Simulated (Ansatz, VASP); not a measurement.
Sr in VASP and in Ansatz

The input POSCAR:

```
Sr
1.0
   -2.3522500000      2.3522500000      2.4613750000
    2.3522500000     -2.3522500000      2.4613750000
    2.3522500000      2.3522500000     -2.4613750000
Sr
1
Direct
    0.0000000000      0.0000000000      0.0000000000
```

The input INCAR.step1:

```
PREC = Accurate
ENCUT = 520
ISMEAR = 0
SIGMA = 0.15
LREAL = F
LASPH = T
NELM = 80
NBANDS = 11
GGA = PE
ALGO = Normal
EDIFF = 1E-4
LWAVE = T
LCHARG = F
```

Contents of INCAR.step2:

```
PREC = Accurate
ENCUT = 520
EDIFF = 1E-6
ISMEAR = 0
SIGMA = 0.15
LREAL = F
LASPH = T
NELM = 80
ALGO = Normal
ISIF = 2
LWAVE = F
LCHARG = F
METAGGA = R2SCAN
LMIXTAU = T
NBANDS = 11
ISTART = 1
```

File KPOINTS:

```
Automatic mesh
0
Gamma
  14 14 14
```

Input for Ansatz:

```yaml
crystal:
  lattice:
    - [-2.35225, 2.35225, 2.461375]
    - [2.35225, -2.35225, 2.461375]
    - [2.35225, 2.35225, -2.461375]
  atoms:
    - { symbol: Sr, position: [0.0, 0.0, 0.0] }
basis:
  ecutwfc: 500
kpoints:
  mp_grid: { grid: [14, 14, 14] }
hamiltonian:
  xc: r2scan
scf:
  occupations: { method: gaussian, width: 0.15 }
output:
  forces: true
  stress: true
  eigenvalues: true
```

Change from the starting cell: strain -0.030 along x and y, +0.015 along z, atoms carried along.

Alike in both runs: task single point; functional r2SCAN; k mesh 14 × 14 × 14; occupations gaussian, width 0.15 eV; no spin polarisation.

|  | VASP | Ansatz |
| --- | --- | --- |
| version | VASP 6.6.1 | Ansatz 0.2.0 |
| potentials or method | VASP PAW PBE potentials, release 64 (Sr_sv), cutoff 520 eV | scalar-relativistic, plane waves, PAW |
| valence electrons in the cell | 10 | 10 |

```csv
,VASP,Ansatz,Ansatz less VASP
gap on the k mesh at the Fermi level (eV),none,none,-
pressure (GPa),0.3,0.3,-0.01
```

VASP's potentials were made for PBE, not for r2SCAN. A gap of «none» marks a metal or a gap that the smearing closes. The functional is the same, so the differences come from potentials, cutoffs and numerics.
